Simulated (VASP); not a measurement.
Here is a VASP 6.6.1 calculation.

The input INCAR:

```
SYSTEM = CdSe
  PREC = Accurate
  ENCUT = 520
  EDIFF = 1E-7
  ISMEAR = -1
  SIGMA = 0.03
  LREAL = .False.
  LASPH = .True.
  NELM = 60
  ALGO = Normal
  ISIF = 2
  LWAVE = .False.
  LCHARG = .False.
  GGA = PE
  NBANDS = 16
```

KPOINTS

```
Automatic mesh
0
Gamma
  8 8 8
  0 0 0
```

Contents of POSCAR:

```
CdSe
1.0
   -0.0921081360      3.0242171306      3.0242171306
    3.0242171306     -0.0921081360      3.0242171306
    3.0242171306      3.0242171306     -0.0921081360
Cd Se
1 1
Direct
    0.0000000000      0.0000000000      0.0000000000
    0.2500000000      0.2500000000      0.2500000000
```

Potentials or basis: VASP PAW PBE potentials, release 64 (Cd, Se).

The run is started by

```bash
$ cat potpaw_PBE.64/Cd/POTCAR potpaw_PBE.64/Se/POTCAR > POTCAR
$ mpirun -np 1 vasp_std > vasp.out
```

Problem. Estimate the band gap on the k mesh.

Solution. 0.52 eV.

Problem. Estimate the largest force.

Solution. 0.376 eV/Å.

Problem. What does it give for the pressure?

Solution. 1.8 GPa.

Stress tensor (GPa, compression positive):
```
1.79 1.42 1.42
1.42 1.79 1.42
1.42 1.42 1.79
```

Caveat: the cell differs from its parent crystal (equal xy, yz and zx shear strains of -3 %).
